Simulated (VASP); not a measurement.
A run of VASP 6.6.1 is set up as follows.

Contents of INCAR:

```
SYSTEM = Mg
  ALGO = Normal
  EDIFF = 1E-6
  ENCUT = 520
  GGA = PE
  ISIF = 2
  ISMEAR = -1
  LASPH = .True.
  LCHARG = .False.
  LREAL = .False.
  LWAVE = .False.
  NBANDS = 9
  NELM = 60
  PREC = Accurate
  SIGMA = 0.01
```

File KPOINTS:

```
k-points
0
Gamma
  11 11 6
  0 0 0
```

Contents of POSCAR:

```
Mg
1.0
    3.1953117277      0.0000000000      0.0000000000
   -1.5976558638      2.7672211292      0.0000000000
    0.0000000000      0.0000000000      5.1879445283
Mg
2
Direct
    0.3333333333      0.6666666667      0.2500000000
    0.6666666667      0.3333333333      0.7500000000
```

Potentials or basis: VASP PAW PBE potentials, release 64 (Mg).

The run is started by

```sh
$ cat potpaw_PBE.64/Mg/POTCAR > POTCAR
$ mpirun -np 1 vasp_std > vasp.out
```

**Question.** Predict the pressure.

**Answer.** -0.2 GPa.

**Question.** Estimate the band gap on the k mesh.

**Answer.** Zero (band 2 reaches 3.51 eV, above the bottom of band 3 at 1.40 eV).
